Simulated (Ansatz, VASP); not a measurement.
## One calculation of CoO, two programs

```
Co O
1.0
     2.61615    0.00000    0.00000
     0.00000    2.61615    0.00000
     0.00000    0.00000    2.61615
Co O
1 1
Direct
  0.00000 0.00000 0.00000
  0.50000 0.50000 0.50000
```

Alike in both runs: functional PBE; k mesh 16 × 16 × 16; occupations gaussian, width 0.1 eV; collinear spin.

Ansatz relaxed the structure, and its values are those at the end. VASP's run is a single point on that final structure, the one shown.

|  | VASP | Ansatz |
| --- | --- | --- |
| version | VASP 6.6.1 | Ansatz 0.2.0 |
| potentials or method | VASP PAW PBE potentials, release 64 (Co, O), cutoff 520 eV | scalar-relativistic, plane waves, PAW |
| valence electrons in the cell | 15 | 23 |

Ansatz gave:

| Quantity | Value |
| --- | --- |
| gap on the k mesh at the Fermi level (eV) | none |
| pressure (GPa) | 0.0 |
| net moment per atom (μB) | 1.50 |
| size of the moment on the site where the two differ most (μB) | 0.47 |

**Question.** What did VASP give for the same quantities?

**Answer.** gap on the k mesh at the Fermi level (eV): none; pressure (GPa): -0.5; net moment per atom (μB): 1.50; size of the moment on the site where the two differ most (μB): 0.44.

Site moments also hang on the region over which each program counts them. A gap of «none» marks a metal or a gap that the smearing closes. With one functional, cell and mesh, what is left measures potentials, basis and numerics. VASP's potentials hold 15 valence electrons a cell and Ansatz's 23, so a difference there can come from the potentials and not from the codes.
